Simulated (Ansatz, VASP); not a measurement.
TiO2: VASP beside Ansatz

```
Ti O
1.0
     5.14500    0.00000    0.00000
     0.00000    9.18500    0.00000
     0.00000    0.00000    5.44700
Ti O
8 16
Direct
  0.13860 0.12899 0.90558
  0.63860 0.37101 0.09442
  0.86140 0.62899 0.59442
  0.36140 0.87101 0.40558
  0.86140 0.87101 0.09442
  0.36140 0.62899 0.90558
  0.13860 0.37101 0.40558
  0.63860 0.12899 0.59442
  0.46460 0.22990 0.89125
  0.96460 0.27010 0.10875
  0.53540 0.72990 0.60875
  0.03540 0.77010 0.39125
  0.53540 0.77010 0.10875
  0.03540 0.72990 0.89125
  0.46460 0.27010 0.39125
  0.96460 0.22990 0.60875
  0.81605 0.00977 0.85064
  0.31605 0.49023 0.14936
  0.18395 0.50977 0.64936
  0.68395 0.99023 0.35064
  0.18395 0.99023 0.14936
  0.68395 0.50977 0.85064
  0.81605 0.49023 0.35064
  0.31605 0.00977 0.64936
```

Alike in both runs: functional PBE; k mesh 5 × 3 × 4; occupations fermi-dirac, width 0.02 eV; no spin polarisation.

Ansatz relaxed the structure, and its values are those at the end. VASP's run is a single point on that final structure, the one shown.

|  | VASP | Ansatz |
| --- | --- | --- |
| version | VASP 6.6.1 | Ansatz 0.2.0 |
| potentials or method | VASP PAW PBE potentials, release 64 (Ti_sv, O) | plane-wave PAW, scalar-relativistic |
| plane-wave cutoff (eV) | 520 | 420 |
| valence electrons in the cell | 192 | 192 |

```csv
,VASP,Ansatz,Ansatz less VASP
gap on the k mesh at the Fermi level (eV),2.36,2.38,+0.022
pressure (GPa),5.4,4.8,-0.67
rms of the force components (eV/Å),0.026,0.009,-0.0165
```

Ansatz's warnings: stress scf threshold loose.
